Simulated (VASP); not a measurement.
The system is BN.

```
N B
1.0
     1.25941    0.72712    3.39527
    -1.25941    0.72712    3.39527
     0.00000   -1.45424    3.39527
N B
1 1
Direct
  0.66724 0.66724 0.66724
  0.00033 0.00033 0.00033
```

Program: VASP 6.6.1. Alike in all runs: task single point; no spin polarisation; cell as given; cutoff (eV) 520; smearing fermi-dirac 0.05 eV.

Problem. Order these runs on this cell by their band gap on the k mesh, lowest first.
A. level LDA; potentials or basis VASP PAW LDA potentials, release 64 (N, B); k mesh 12 × 12 × 12
B. level PBE0; potentials or basis VASP PAW PBE potentials, release 64 (N, B); k mesh 6 × 6 × 6; grid for exact exchange (PRECFOCK) Normal
C. level PBE; potentials or basis VASP PAW PBE potentials, release 64 (N, B); k mesh 12 × 12 × 12
D. level r2SCAN; potentials or basis VASP PAW PBE potentials, release 64 (N, B); k mesh 12 × 12 × 12

Solution. A (4.07 eV), C (4.26 eV), D (4.81 eV), B (6.30 eV).

Caveats: some runs use coarse meshes.

A k mesh can miss the band edges.
